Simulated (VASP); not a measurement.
# SnO (P4/nmm) in VASP: a series of runs

SnO is run at these levels: LDA; tasks: single point.

Program: VASP 6.6.1. These are calculated values, not measurements. Logs are shortened: lines on timing, memory, paths and dates and some standing lists are left out, and cuts for length are marked.

**1. The cell of the first run**

Symmetry: P4/nmm, No. 129, tetragonal system. Conventional cell: a = 4.031 Å, b = 4.031 Å, c = 4.469 Å, α = 90.00°, β = 90.00°, γ = 90.00°. Sn (site symmetry 4mm) has 4 O at 2.30 Å within 3.0 Å. O (site symmetry -4m2) has 4 Sn at 2.30 Å and 4 O at 2.85 Å within 3.0 Å.

**2. Single point, LDA**

File INCAR:

```
  ALGO = Normal
  EDIFF = 1E-7
  ENCUT = 520
  GGA = CA
  ISIF = 2
  ISMEAR = 0
  LASPH = True
  LCHARG = False
  LREAL = False
  LWAVE = False
  NBANDS = 28
  NELM = 100
  PREC = Accurate
  SIGMA = 0.15
```

File KPOINTS:

```
k-points
0
Gamma
  10 10 8
```

File POSCAR:

```
SnO
1.0
    4.0306000000      0.0000000000      0.0000000000
    0.0000000000      4.0306000000      0.0000000000
    0.0000000000      0.0000000000      4.4691000000
Sn O
2 2
Direct
    0.0000000000      0.5000000000      0.2457459271
    0.5000000000      0.0000000000      0.7542540729
    0.0000000000      0.0000000000      0.0000000000
    0.5000000000      0.5000000000      0.0000000000
```

Potentials or basis: VASP PAW LDA potentials, release 64 (Sn_d, O).

Started as:

```
cat potpaw_LDA.64/Sn_d/POTCAR potpaw_LDA.64/O/POTCAR > POTCAR
mpirun -np 1 vasp_std > vasp.out
```

OUTCAR:

```text
EDIFF = 1E-7
   ENCUT = 520
   GGA = CA
   ISIF = 2
   ISMEAR = 0
   LASPH = True
   LREAL = False
   NELM = 100
   PREC = Accurate

 ion  position               nearest neighbor table
   1  0.000  0.500  0.246-   3 2.30   4 2.30   3 2.30   4 2.30   2 3.60   2 3.60   2 3.60   2 3.60
                             2 3.65   2 3.65   2 3.65   2 3.65
   2  0.500  0.000  0.754-   3 2.30   4 2.30   4 2.30   3 2.30   1 3.60   1 3.60   1 3.60   1 3.60
                             1 3.65   1 3.65   1 3.65   1 3.65
   3  0.000  0.000  0.000-   1 2.30   2 2.30   1 2.30   2 2.30
   4  0.500  0.500  0.000-   1 2.30   2 2.30   2 2.30   1 2.30

  LATTYP: Found a simple tetragonal cell.
 ALAT       =     4.0306000000
 C/A-ratio  =     1.1087927356

  Lattice vectors:

 A1 = (   4.0306000000,   0.0000000000,   0.0000000000)
 A2 = (   0.0000000000,   4.0306000000,   0.0000000000)
 A3 = (   0.0000000000,   0.0000000000,   4.4691000000)

Analysis of symmetry for initial positions (statically):
=====================================================================
 Subroutine PRICEL returns:
 Original cell was already a primitive cell.

 Routine SETGRP: Setting up the symmetry group for a
 simple tetragonal supercell.

 Subroutine GETGRP returns: Found 16 space group operations
 (whereof  8 operations were pure point group operations)
 out of a pool of 16 trial point group operations.

The static configuration has the point symmetry D_2d.
 The point group associated with its full space group is D_4h.

Analysis of symmetry for dynamics (positions and initial velocities):
=====================================================================
 Subroutine PRICEL returns:
 Original cell was already a primitive cell.

 Routine SETGRP: Setting up the symmetry group for a
 simple tetragonal supercell.

 Subroutine GETGRP returns: Found 16 space group operations
 (whereof  8 operations were pure point group operations)
 out of a pool of 16 trial point group operations.

The dynamic configuration has the point symmetry D_2d.
 The point group associated with its full space group is D_4h.

 Subroutine INISYM returns: Found 16 space group operations
 (whereof  8 operations are pure point group operations),
 and found     1 'primitive' translations

----------------------------------------------------------------------------------------

                                     Primitive cell

  volume of cell :      72.6038

  direct lattice vectors                    reciprocal lattice vectors
     4.030600000  0.000000000  0.000000000     0.248102020  0.000000000  0.000000000
     0.000000000  4.030600000  0.000000000     0.000000000  0.248102020  0.000000000
     0.000000000  0.000000000  4.469100000     0.000000000  0.000000000  0.223758699

  length of vectors
     4.030600000  4.030600000  4.469100000     0.248102020  0.248102020  0.223758699

  position of ions in fractional coordinates (direct lattice)
     0.000000000  0.500000000  0.245745927
     0.500000000  0.000000000  0.754254073
     0.000000000  0.000000000  0.000000000
     0.500000000  0.500000000  0.000000000

  ion indices of the primitive-cell ions
   primitive index   ion index
                 1           1
                 2           2
                 3           3
                 4           4

----------------------------------------------------------------------------------------

 KPOINTS: k-points

Automatic generation of k-mesh.
 Grid dimensions read from file:
 generate k-points for:   10   10    8

 Generating k-lattice:

  Cartesian coordinates                     Fractional coordinates (reciprocal lattice)
     0.024810202  0.000000000  0.000000000     0.100000000  0.000000000  0.000000000
     0.000000000  0.024810202  0.000000000     0.000000000  0.100000000  0.000000000
     0.000000000  0.000000000  0.027969837     0.000000000  0.000000000  0.125000000

  Length of vectors
     0.024810202  0.024810202  0.027969837

  Shift w.r.t. Gamma in fractional coordinates (k-lattice)
     0.000000000  0.000000000  0.000000000

 Subroutine IBZKPT returns following result:
 ===========================================

 Found    105 irreducible k-points:

 Following reciprocal coordinates:
            Coordinates               Weight
  0.000000  0.000000  0.000000      1.000000
  0.100000  0.000000  0.000000      4.000000
  0.200000  0.000000  0.000000      4.000000
  0.300000  0.000000  0.000000      4.000000
  0.400000  0.000000  0.000000      4.000000
  0.500000  0.000000  0.000000      2.000000
[... 16 lines left out ...]
  0.100000  0.000000  0.125000      8.000000
  0.200000  0.000000  0.125000      8.000000
 [... further k-points ...]
   k-points           NKPTS =    105   k-points in BZ     NKDIM =    105   number of bands    NBANDS=     28
   number of dos      NEDOS =    301   number of ions     NIONS =      4
   total plane-waves  NPLWV =  32400
   dimension x,y,z NGX =    30 NGY =   30 NGZ =   36
   dimension x,y,z NGXF=    60 NGYF=   60 NGZF=   72
   ions per type =               2   2
   NGX,Y,Z   is equivalent  to a cutoff of  12.37, 12.37, 13.39 a.u.
   NGXF,Y,Z  is equivalent  to a cutoff of  24.75, 24.75, 26.78 a.u.
 SYSTEM =  unknown system
   PREC   = accura    normal or accurate (medium, high low for compatibility)
   ISTART =      0    job   : 0-new  1-cont  2-samecut
   ICHARG =      2    charge: 1-file 2-atom 10-const
   ISPIN  =      1    spin polarized calculation?
   LNONCOLLINEAR =      F non collinear calculations
   LSORBIT =      F    spin-orbit coupling
   LASPH  =      T    aspherical Exc in radial PAW
   ENCUT  =  520.0 eV  38.22 Ry    6.18 a.u.   7.49  7.49  8.31*2*pi/ulx,y,z
   NELM   =    100;   NELMIN=  2; NELMDL= -5     # of ELM steps
   EDIFF  = 0.1E-06   stopping-criterion for ELM
   LREAL  =      F    real-space projection
   EDIFFG = 0.1E-05   stopping-criterion for IOM
   NSW    =      0    number of steps for IOM
   IBRION =     -1    ionic relax: 0-MD 1-quasi-New 2-CG
   NFREE  =      0    steps in history (QN), initial steepest desc. (CG)
   ISIF   =      2    stress and relaxation
   ISYM   =      2    0-nonsym 1-usesym 2-fastsym
   POTIM  = 0.5000    time-step for ionic-motion
   TEBEG  =    0.0;   TEEND  =   0.0 temperature during run
   PSTRESS=    0.0 pullay stress
   NELECT =      40.0000    total number of electrons
   NUPDOWN=      -1.0000    fix difference up-down
   EMIN   =  10.00;   EMAX   =-10.00  energy-range for DOS
   EFERMI =   0.00;   METHOD = LEGACY
   ISMEAR =     0;   SIGMA  =   0.15  broadening in eV -4-tet -1-fermi 0-gaus
   EFERMI_NEDOS =   21; number of points for ismear=-14 and -15
   IALGO  =     38    algorithm
   IMIX   =      4    mixing-type and parameters
     AMIX     =   0.40;   BMIX     =  1.00
     AMIX_MAG =   1.60;   BMIX_MAG =  1.00
  volume/ion in A,a.u.               =      18.15       122.49
  Fermi-wavevector in a.u.,A,eV,Ry     =   1.342069  2.536144 24.506141  1.801151
  Thomas-Fermi vector in A             =   2.470253
   LORBIT       =      0    0 simple, 1 ext, 2 COOP (PROOUT), +10 PAW based schemes
   GGA     = CA    functional components
   LHFCALC =     F    Hartree Fock is set to
   AEXX    =    0.0000 exact exchange contribution
   IVDW    =     0    specifies the selected vdW correction
   LEPSILON=     F    determine dielectric tensor
   LRPA    =     F    only Hartree local field effects (RPA)
 non-spin polarized calculation
 Gauss-broadening in eV      SIGMA  =   0.15
  energy-cutoff  :      520.00
  volume of cell :       72.60
 maximum number of plane-waves:      1974
 NGX is ok and might be reduce to    30
   NGX = 15   NGY = 15   NGZ = 17

 number of electron      40.0000005 magnetization

 Free energy of the ion-electron system (eV)
  ---------------------------------------------------
  ext. energy  EPLUGINS =         0.00000000
  ---------------------------------------------------
  free energy    TOTEN  =       -25.39026217 eV

  energy without entropy =      -25.39023795  energy(sigma->0) =      -25.39025006

 E-fermi :   6.0485     XC(G=0): -10.5480

 val. band max:        5.7080635261   @ k =   0.2000   0.1000   0.0000
 cond. band min:       6.3088196178   @ k =   0.5000   0.5000   0.0000
 fundamental gap:      0.6007560917
 Fermi energy:         6.0484776138

 k-point     1 :       0.0000    0.0000    0.0000
  band No.  band energies     occupation
      1     -15.3639      2.00000
      2     -15.0900      2.00000
      3     -15.0900      2.00000
      4     -15.0597      2.00000
      5     -15.0464      2.00000
      6     -15.0354      2.00000
[... 20 lines left out ...]
     27      13.0900      0.00000
     28      13.3110      0.00000

 k-point     2 :       0.1000    0.0000    0.0000
  band No.  band energies     occupation
      1     -15.3577      2.00000
      2     -15.0875      2.00000
      3     -15.0872      2.00000
      4     -15.0569      2.00000
      5     -15.0458      2.00000
      6     -15.0368      2.00000
[... 20 lines left out ...]
     27      13.1312      0.00000
     28      13.8666      0.00000

 k-point     3 :       0.2000    0.0000    0.0000
  band No.  band energies     occupation
      1     -15.3398      2.00000
      2     -15.0803      2.00000
      3     -15.0788      2.00000
      4     -15.0680      2.00000
      5     -15.0489      2.00000
      6     -15.0442      2.00000
[... 20 lines left out ...]
     27      13.2040      0.00000
     28      15.0828      0.00000

 k-point     4 :       0.3000    0.0000    0.0000
  band No.  band energies     occupation
      1     -15.3122      2.00000
      2     -15.1216      2.00000
      3     -15.0692      2.00000
      4     -15.0662      2.00000
      5     -15.0415      2.00000
      6     -15.0363      2.00000
[... 578 lines left out ...]
     27      13.2596      0.00000
     28      13.4728      0.00000

 k-point    23 :       0.1000    0.0000    0.1250
  band No.  band energies     occupation
      1     -15.3544      2.00000
      2     -15.0854      2.00000
      3     -15.0848      2.00000
      4     -15.0551      2.00000
      5     -15.0424      2.00000
      6     -15.0392      2.00000
[... 20 lines left out ...]
     27      13.3608      0.00000
     28      13.9936      0.00000

 k-point    24 :       0.2000    0.0000    0.1250
  band No.  band energies     occupation
      1     -15.3376      2.00000
      2     -15.0864      2.00000
      3     -15.0815      2.00000
      4     -15.0623      2.00000
      5     -15.0452      2.00000
      6     -15.0391      2.00000
[... 20 lines left out ...]
     27      13.5405      0.00000
     28      15.1225      0.00000

 [... further k-points ...]
[... 5 lines left out ...]
  --------------------------------------------------------------------------------------
  -------------------------------------------------------------------------------------
  Total       -5.4212153     -5.4212153     -1.4795070      0.0000000     -0.0000000      0.0000000
  in kB     -119.6321102   -119.6321102    -32.6488689      0.0000000     -0.0000000      0.0000000
  external PRESSURE =     -90.6376964 kB  Pullay stress =       0.0000000 kB

 VOLUME and BASIS-vectors are now :
 -----------------------------------------------------------------------------
  energy-cutoff  :      520.00
  volume of cell :       72.60
      direct lattice vectors                 reciprocal lattice vectors
     4.030600000  0.000000000  0.000000000     0.248102020  0.000000000  0.000000000
     0.000000000  4.030600000  0.000000000     0.000000000  0.248102020  0.000000000
     0.000000000  0.000000000  4.469100000     0.000000000  0.000000000  0.223758699

 POSITION                                       TOTAL-FORCE (eV/Angst)
 -----------------------------------------------------------------------------------
      0.00000      2.01530      1.09826        -0.000000      0.000000     -0.627986
      2.01530      0.00000      3.37084         0.000000      0.000000      0.627986
      0.00000      0.00000      0.00000        -0.000000      0.000000      0.000000
      2.01530      2.01530      0.00000         0.000000     -0.000000      0.000000
 -----------------------------------------------------------------------------------
    total drift:                                0.000000      0.000000      0.000000

  FREE ENERGIE OF THE ION-ELECTRON SYSTEM (eV)
  ---------------------------------------------------
  free  energy   TOTEN  =       -25.3902621715 eV

  energy  without entropy=      -25.3902379499  energy(sigma->0) =      -25.39025006
```

Wall time 2 min (1 thread of AMD EPYC 9R45 (Zen 5), shared host); peak memory 0.25 GiB.

What came out:

| Item | Value |
| --- | --- |
| Free energy | -25.3903 eV |
| Pressure | -9.1 GPa |
| Largest force | 0.628 eV/Å |
| Band gap on the k mesh | 0.60 eV, indirect (least direct gap 1.63 eV) |

Forces on the atoms (eV/Å):
```
Sn   0.000  0.000 -0.628
Sn   0.000  0.000  0.628
O    0.000  0.000  0.000
O    0.000  0.000  0.000
```

Caveat: spin-orbit coupling is left out, which moves the levels of the heavy elements.

**3. Single point, LDA**

This run uses another cell than the first one, of 18.82 Å³/atom, 1.037 times its volume.

File INCAR:

```
PREC = Accurate
ENCUT = 520
EDIFF = 1E-6
ISMEAR = 0
SIGMA = 0.15
LREAL = F
LASPH = T
NELM = 60
ALGO = Normal
ISIF = 2
LWAVE = F
LCHARG = F
NBANDS = 28
```

File KPOINTS:

```
Automatic mesh
0
Gamma
  10 10 8
```

File POSCAR:

```
SnO
1.0
    3.9427000000      0.0000000000      0.0000000000
    0.0000000000      3.9427000000      0.0000000000
    0.0000000000      0.0000000000      4.8415000000
Sn O
2 2
Direct
    0.0000000000      0.5000000000      0.2457459271
    0.5000000000      0.0000000000      0.7542540729
    0.0000000000      0.0000000000      0.0000000000
    0.5000000000      0.5000000000      0.0000000000
```

Potentials or basis: VASP PAW LDA potentials, release 64 (Sn_d, O).

Started as:

```
cat potpaw_LDA.64/Sn_d/POTCAR potpaw_LDA.64/O/POTCAR > POTCAR
mpirun -np 1 vasp_std > vasp.out
```

OUTCAR:

```text
PREC = Accurate
   ENCUT = 520
   EDIFF = 1E-6
   ISMEAR = 0
   LREAL = F
   LASPH = T
   NELM = 60
   ISIF = 2

 ion  position               nearest neighbor table
   1  0.000  0.500  0.246-   3 2.30   4 2.30   3 2.30   4 2.30   2 3.67   2 3.67   2 3.67   2 3.67
                             2 3.72   2 3.72   2 3.72   2 3.72
   2  0.500  0.000  0.754-   3 2.30   4 2.30   4 2.30   3 2.30   1 3.67   1 3.67   1 3.67   1 3.67
                             1 3.72   1 3.72   1 3.72   1 3.72
   3  0.000  0.000  0.000-   1 2.30   2 2.30   1 2.30   2 2.30
   4  0.500  0.500  0.000-   1 2.30   2 2.30   2 2.30   1 2.30

  LATTYP: Found a simple tetragonal cell.
 ALAT       =     3.9427000000
 C/A-ratio  =     1.2279656073

  Lattice vectors:

 A1 = (   3.9427000000,   0.0000000000,   0.0000000000)
 A2 = (   0.0000000000,   3.9427000000,   0.0000000000)
 A3 = (   0.0000000000,   0.0000000000,   4.8415000000)

Analysis of symmetry for initial positions (statically):
=====================================================================
 Subroutine PRICEL returns:
 Original cell was already a primitive cell.

[... 170 lines left out ...]
  ext. energy  EPLUGINS =         0.00000000
  ---------------------------------------------------
  free energy    TOTEN  =       -25.41538505 eV

  energy without entropy =      -25.41493281  energy(sigma->0) =      -25.41515893

 E-fermi :   5.8084     XC(G=0): -10.3460

 val. band max:        5.6239200913   @ k =   0.1000   0.0000   0.0000
 cond. band min:       5.8871299072   @ k =   0.5000   0.5000   0.0000
 fundamental gap:      0.2632098158
 Fermi energy:         5.8083760891

 k-point     1 :       0.0000    0.0000    0.0000
  band No.  band energies     occupation
      1     -15.6990      2.00000
      2     -15.4467      2.00000
      3     -15.4467      2.00000
      4     -15.4359      2.00000
      5     -15.4187      2.00000
      6     -15.4097      2.00000
[... 733 lines left out ...]
     27      12.8169      0.00000
     28      14.9018      0.00000

 [... further k-points ...]
[... 5 lines left out ...]
  --------------------------------------------------------------------------------------
  -------------------------------------------------------------------------------------
  Total       -5.2539696     -5.2539696     -4.0202237      0.0000000      0.0000000      0.0000000
  in kB     -111.8486480   -111.8486480    -85.5841612      0.0000000      0.0000000      0.0000000
  external PRESSURE =    -103.0938191 kB  Pullay stress =       0.0000000 kB

 VOLUME and BASIS-vectors are now :
 -----------------------------------------------------------------------------
  energy-cutoff  :      520.00
  volume of cell :       75.26
      direct lattice vectors                 reciprocal lattice vectors
     3.942700000  0.000000000  0.000000000     0.253633297  0.000000000  0.000000000
     0.000000000  3.942700000  0.000000000     0.000000000  0.253633297  0.000000000
     0.000000000  0.000000000  4.841500000     0.000000000  0.000000000  0.206547558

 POSITION                                       TOTAL-FORCE (eV/Angst)
 -----------------------------------------------------------------------------------
      0.00000      1.97135      1.18978         0.000000      0.000000     -1.405553
      1.97135      0.00000      3.65172         0.000000     -0.000000      1.405553
      0.00000      0.00000      0.00000         0.000000     -0.000000      0.000000
      1.97135      1.97135      0.00000        -0.000000      0.000000      0.000000
 -----------------------------------------------------------------------------------
    total drift:                                0.000000      0.000000      0.000000

  FREE ENERGIE OF THE ION-ELECTRON SYSTEM (eV)
  ---------------------------------------------------
  free  energy   TOTEN  =       -25.4153850471 eV

  energy  without entropy=      -25.4149328138  energy(sigma->0) =      -25.41515893
```

stdout:

```text
POSCAR found type information on POSCAR SnO
 POSCAR found :  2 types and       4 ions
 scaLAPACK will be used
 LDA part: xc-table for (Slater(with rela. corr.)+CA(PZ))
 , standard interpolation
 POSCAR, INCAR and KPOINTS ok, starting setup
 FFT: planning ... GRIDC
 FFT: planning ... GRID_SOFT
 FFT: planning ... GRID
 WAVECAR not read
 entering main loop
```

Run time: 1.7 min. Hardware: 1 thread of AMD EPYC 9R45 (Zen 5), shared host; peak memory 0.25 GiB.

What came out:

| Property | Result |
| --- | --- |
| Free energy | -25.4154 eV |
| Pressure | -10.3 GPa |
| Largest force | 1.406 eV/Å |
| Band gap on the k mesh | 0.26 eV, indirect (least direct gap 1.89 eV) |

Forces on the atoms (eV/Å):
```
Sn   0.000  0.000 -1.406
Sn   0.000  0.000  1.406
O    0.000  0.000  0.000
O    0.000  0.000  0.000
```

Stress tensor (GPa, compression positive):
```
-11.18   0.00   0.00
  0.00 -11.18   0.00
  0.00   0.00  -8.56
```

Levels at points of the mesh, in eV from the valence-band top:
```
           k point  band 17  band 18  band 19  band 20  band 21  band 22  band 23  band 24
(0.00, 0.00, 0.00)    -2.70    -2.43    -2.43    -0.01     2.08     4.50     4.50     4.71
(0.50, 0.00, 0.00)    -3.96    -3.96    -2.20    -2.20     3.21     3.21     5.61     5.61
(0.50, 0.50, 0.00)    -1.81    -1.81    -1.63    -1.63     0.26     0.26     4.60     4.60
(0.00, 0.00, 0.50)    -2.78    -2.45    -2.45    -1.54     1.69     2.90     2.90     3.52
(0.50, 0.00, 0.50)    -3.91    -3.91    -1.30    -1.30     2.72     2.72     5.14     5.14
(0.50, 0.50, 0.50)    -2.47    -2.47    -1.81    -1.81     2.58     2.58     4.14     4.14
```

Caveat: spin-orbit coupling is left out, which moves the levels of the heavy elements; forces of over 1 eV/Å act on the atoms, so gaps and moduli don't describe the material at rest.

(Continued in part 2 of 2.)
